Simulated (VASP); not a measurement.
# LiF (nc) (Fm-3m) in VASP: notebook, part 2 of 2

VASP 6.6.1.

**3. Relaxation of cell and atoms, PBE**

This run uses another cell than the first one, of 8.17 Å³/atom, 0.973 times its volume.

INCAR reads:

```
SYSTEM = LiF
ALGO = Normal
EDIFF = 1E-6
EDIFFG = -0.002
ENCUT = 600
GGA = PE
IBRION = 2
ISIF = 3
ISMEAR = 0
LASPH = .True.
LCHARG = .False.
LREAL = .False.
LWAVE = .False.
NELM = 80
NSW = 100
PREC = Accurate
SIGMA = 0.02
```

KPOINTS reads:

```
k-points
0
Gamma
  10 10 10
  0 0 0
```

POSCAR reads:

```
LiF
1.0
    0.0000000000      2.0140000000      2.0140000000
    2.0140000000      0.0000000000      2.0140000000
    2.0140000000      2.0140000000      0.0000000000
Li F
1 1
Direct
    0.0000000000      0.0000000000      0.0000000000
    0.5000000000      0.5000000000      0.5000000000
```

Potentials or basis: VASP PAW PBE potentials, release 64 (Li_sv, F).

On the command line:

```
$ cat potpaw_PBE.64/Li_sv/POTCAR potpaw_PBE.64/F/POTCAR > POTCAR
$ mpirun -np 1 vasp_std > vasp.out
```

OUTCAR:

```text
SYSTEM = LiF
   EDIFF = 1E-6
   EDIFFG = -0.002
   ENCUT = 600
   GGA = PE
   IBRION = 2
   ISIF = 3
   ISMEAR = 0
   LASPH = .True.
   LREAL = .False.
   NELM = 80
   NSW = 100
   PREC = Accurate

 ion  position               nearest neighbor table
   1  0.000  0.000  0.000-   2 2.01   2 2.01   2 2.01   2 2.01   2 2.01   2 2.01
   2  0.500  0.500  0.500-   1 2.01   1 2.01   1 2.01   1 2.01   1 2.01   1 2.01

  LATTYP: Found a face centered cubic cell.
 ALAT       =     4.0280000000

  Lattice vectors:

 A1 = (   0.0000000000,   2.0140000000,   2.0140000000)
 A2 = (   2.0140000000,   0.0000000000,   2.0140000000)
 A3 = (   2.0140000000,   2.0140000000,   0.0000000000)

Analysis of symmetry for initial positions (statically):
=====================================================================
 Subroutine PRICEL returns:
 Original cell was already a primitive cell.

 Routine SETGRP: Setting up the symmetry group for a
 face centered cubic supercell.

 Subroutine GETGRP returns: Found 48 space group operations
 (whereof 48 operations were pure point group operations)
 out of a pool of 48 trial point group operations.

The static configuration has the point symmetry O_h .

Analysis of symmetry for dynamics (positions and initial velocities):
=====================================================================
 Subroutine PRICEL returns:
 Original cell was already a primitive cell.

 Routine SETGRP: Setting up the symmetry group for a
 face centered cubic supercell.

 Subroutine GETGRP returns: Found 48 space group operations
 (whereof 48 operations were pure point group operations)
 out of a pool of 48 trial point group operations.

The dynamic configuration has the point symmetry O_h .

 Subroutine INISYM returns: Found 48 space group operations
 (whereof 48 operations are pure point group operations),
 and found     1 'primitive' translations

----------------------------------------------------------------------------------------

                                     Primitive cell

[... 130 lines left out ...]

 number of electron      10.0000000 magnetization

 number of electron       9.9999992 magnetization

 Free energy of the ion-electron system (eV)
  ---------------------------------------------------
  ext. energy  EPLUGINS =         0.00000000
  ---------------------------------------------------
  free energy    TOTEN  =        -9.64003829 eV

  energy without entropy =       -9.64003829  energy(sigma->0) =       -9.64003829

------------------------ aborting loop because EDIFF is reached ----------------------------------------

  FORCE on cell =-STRESS in cart. coord.  units (eV):
  Direction    XX          YY          ZZ          XY          YZ          ZX
  --------------------------------------------------------------------------------------
  -------------------------------------------------------------------------------------
  Total        0.1355732      0.1355732      0.1355732      0.0000000      0.0000000     -0.0000000
  in kB       13.2946275     13.2946275     13.2946275      0.0000000      0.0000000     -0.0000000
  external PRESSURE =      13.2946275 kB  Pullay stress =       0.0000000 kB
[... 95 lines left out ...]
--------------------------------------- Ionic step        4  -------------------------------------------

 number of electron       9.9999991 magnetization

 Free energy of the ion-electron system (eV)
  ---------------------------------------------------
  ext. energy  EPLUGINS =         0.00000000
  ---------------------------------------------------
  free energy    TOTEN  =        -9.64137742 eV

  energy without entropy =       -9.64137742  energy(sigma->0) =       -9.64137742

 E-fermi :  -0.9277     XC(G=0):  -9.8893

 val. band max:       -1.1370975966   @ k =   0.0000   0.0000   0.0000
 cond. band min:       7.7814417675   @ k =   0.0000   0.0000   0.0000
 fundamental gap:      8.9185393642
 Fermi energy:        -0.9276916839

 k-point     1 :       0.0000    0.0000    0.0000
  band No.  band energies     occupation
      1     -42.0977      2.00000
      2     -21.0589      2.00000
      3      -1.1371      2.00000
      4      -1.1371      2.00000
      5      -1.1371      2.00000
      6       7.7814      0.00000
      7      22.5757      0.00000
      8      22.5757      0.00000
      9      22.5757      0.00000
[... 265 lines left out ...]
 k-point    24 :       0.4000    0.3000    0.0000
  band No.  band energies     occupation
      1     -42.0425      2.00000
      2     -20.5518      2.00000
      3      -3.3951      2.00000
      4      -1.9844      2.00000
      5      -1.8759      2.00000
      6      11.7626      0.00000
      7      15.5320      0.00000
      8      17.1937      0.00000
      9      18.8112      0.00000

 [... further k-points ...]

------------------------ aborting loop because EDIFF is reached ----------------------------------------

  FORCE on cell =-STRESS in cart. coord.  units (eV):
  Direction    XX          YY          ZZ          XY          YZ          ZX
  --------------------------------------------------------------------------------------
  -------------------------------------------------------------------------------------
  Total       -0.0009942     -0.0009942     -0.0009942      0.0000000      0.0000000      0.0000000
  in kB       -0.0956272     -0.0956272     -0.0956272      0.0000000      0.0000000      0.0000000
  external PRESSURE =      -0.0956272 kB  Pullay stress =       0.0000000 kB
[... 17 lines left out ...]
  FREE ENERGIE OF THE ION-ELECTRON SYSTEM (eV)
  ---------------------------------------------------
  free  energy   TOTEN  =        -9.6413774212 eV

  energy  without entropy=       -9.6413774212  energy(sigma->0) =       -9.64137742

 reached required accuracy - stopping structural energy minimisation
```

OSZICAR:

```text
N       E                     dE             d eps       ncg     rms          rms(c)
DAV:   1     0.346947460517E+02    0.34695E+02   -0.61252E+03   894   0.125E+03
DAV:   2    -0.892456467419E+01   -0.43619E+02   -0.42717E+02   940   0.217E+02
DAV:   3    -0.101380804972E+02   -0.12135E+01   -0.12114E+01  1126   0.344E+01
[... 25 lines left out ...]
       N       E                     dE             d eps       ncg     rms          rms(c)
DAV:   1    -0.964145459023E+01   -0.79551E-04   -0.15132E-03   847   0.404E-01    0.720E-02
DAV:   2    -0.964137909606E+01    0.75494E-04   -0.43076E-04   869   0.172E-01    0.134E-02
DAV:   3    -0.964137759696E+01    0.14991E-05   -0.24845E-06   886   0.199E-02    0.771E-03
DAV:   4    -0.964137742119E+01    0.17577E-06   -0.91113E-07   997   0.102E-02
   4 F= -.96413774E+01 E0= -.96413774E+01  d E =-.133913E-02
```

CONTCAR:

```text
LiF
   1.00000000000000
     0.0000000000000000    2.0270271170052667    2.0270271170052667
     2.0270271170052667    0.0000000000000000    2.0270271170052667
     2.0270271170052667    2.0270271170052667    0.0000000000000000
  Li              F
     1     1
Direct
     0.0000000000000000    0.0000000000000000    0.0000000000000000
     0.5000000000000000    0.5000000000000000    0.5000000000000000

  0.00000000E+00  0.00000000E+00  0.00000000E+00
  0.00000000E+00  0.00000000E+00  0.00000000E+00
```

Run time: 6.8 s. Hardware: 1 thread of Intel Xeon 6975P-C (Granite Rapids), shared host; peak memory 0.13 GiB.

Results:

```
Free energy                            : -9.6414 eV
Relaxed volume                         : 8.33 Å³/atom
Relaxed cell                           : a = 2.867 Å, b = 2.867 Å, c = 2.867 Å, α = 60.00°, β = 60.00°, γ = 60.00°
Space group after relaxing (to 0.05 Å) : Fm-3m (No. 225)
Energy gained by relaxing              : 0.7 meV/atom
Ionic steps                            : 4
Pressure after relaxing                : 0.0 GPa
Band gap on the k mesh                 : 8.92 eV, direct
```

Step by step:
| step | energy change (eV) | largest force (eV/Å) | pressure (GPa) | volume (Å³) |
| --- | --- | --- | --- | --- |
| 1 | 0.0000 | 0.0000 | 1.33 | 16.34 |
| 2 | -0.0010 | 0.0000 | 0.68 | 16.50 |
| 3 | -0.0013 | 0.0000 | -0.06 | 16.67 |
| 4 | -0.0013 | 0.0000 | -0.01 | 16.66 |

Final structure:
```cif
data_structure
_symmetry_space_group_name_H-M 'P 1'
_symmetry_Int_Tables_number 1
_cell_length_a 2.8666
_cell_length_b 2.8666
_cell_length_c 2.8666
_cell_angle_alpha 60.000
_cell_angle_beta 60.000
_cell_angle_gamma 60.000
_cell_volume 16.66
loop_
_atom_site_label
_atom_site_type_symbol
_atom_site_fract_x
_atom_site_fract_y
_atom_site_fract_z
_atom_site_occupancy
Li1 Li 0.00000 0.00000 0.00000 1
F1 F 0.50000 0.50000 0.50000 1
```

Levels at points of the mesh, in eV from the valence-band top:
```csv
k point,band 2,band 3,band 4,band 5,band 6,band 7,band 8,band 9
"(0.00, 0.00, 0.00)",-19.92,0.00,0.00,0.00,8.92,23.71,23.71,23.71
"(0.50, 0.00, 0.00)",-19.50,-2.46,-0.22,-0.22,10.67,16.51,18.74,18.74
"(0.50, 0.50, 0.00)",-19.25,-2.92,-0.97,-0.97,14.63,16.38,17.22,20.01
```

Caveat: the cutoff is under 1.25 times the usual one of these potentials, so pressure, stress and relaxed cells hold a basis-set (Pulay) error. Expect the measured gap to be larger: semilocal functionals such as PBE lack the derivative discontinuity.
